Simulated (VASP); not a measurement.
# SiO2: single point with PBEsol

SiO2:

```
CELL_PARAMETERS angstrom
-2.49088 2.49088 3.66771
2.49088 -2.49088 3.66771
2.49088 2.49088 -3.66771
ATOMIC_POSITIONS crystal
Si 0.00000 0.00000 0.00000
Si 0.75000 0.25000 0.50000
O 0.37500 0.22143 0.34643
O 0.97143 0.62500 0.84643
O 0.77857 0.12500 0.15357
O 0.87500 0.02857 0.65357
```

```json
{
 "Program": "VASP 6.6.1",
 "Task": "single point",
 "Functional": "PBEsol",
 "Potentials or basis": "VASP PAW PBE potentials, release 64 (Si, O)",
 "Cutoff": "520 eV",
 "k mesh": "6 × 6 × 6",
 "Occupations": "gaussian, width 0.02 eV",
 "Spin": "no spin polarisation",
 "Dipole correction": "no",
 "Further INCAR settings": "ALGO = Normal; EDIFF = 1e-07; NBANDS = 25"
}
```

The pressure is 0.5 GPa and the largest force is 0.023 eV/Å. The band gap on the k mesh is 5.82 eV.

Forces in eV/Å, atoms in the order of the input:
```
Si   0.000  0.000  0.000
Si   0.000  0.000  0.000
O    0.023  0.000  0.000
O    0.000  0.023  0.000
O    0.000 -0.023  0.000
O   -0.023  0.000  0.000
```

Levels at points of the mesh, in eV from the valence-band top:
| k point | band 12 | band 13 | band 14 | band 15 | band 16 | band 17 | band 18 | band 19 | band 20 | band 21 |
| --- | --- | --- | --- | --- | --- | --- | --- | --- | --- | --- |
| (0.00, 0.00, 0.00) | -1.60 | -1.55 | -0.68 | 0.00 | 0.00 | 5.82 | 8.64 | 10.40 | 10.40 | 10.52 |
| (0.50, 0.00, 0.00) | -1.62 | -1.50 | -0.79 | -0.49 | -0.14 | 8.04 | 8.92 | 9.61 | 10.03 | 10.62 |
| (0.50, 0.50, 0.00) | -2.08 | -0.98 | -0.98 | -0.34 | -0.34 | 9.01 | 9.01 | 10.04 | 10.04 | 10.97 |
| (0.50, 0.50, 0.50) | -2.09 | -1.47 | -1.47 | -0.33 | -0.33 | 8.80 | 8.80 | 10.11 | 10.11 | 11.52 |

Run time: 63 s on 1 thread of Intel(R) Xeon(R) Platinum 8375C CPU @ 2.90GHz (Ice Lake), on a shared host, peak memory 0.24 GiB.

Caveat: the PAW data sets were made with another functional, which shifts forces and pressure a little. A k mesh can miss the band edges.
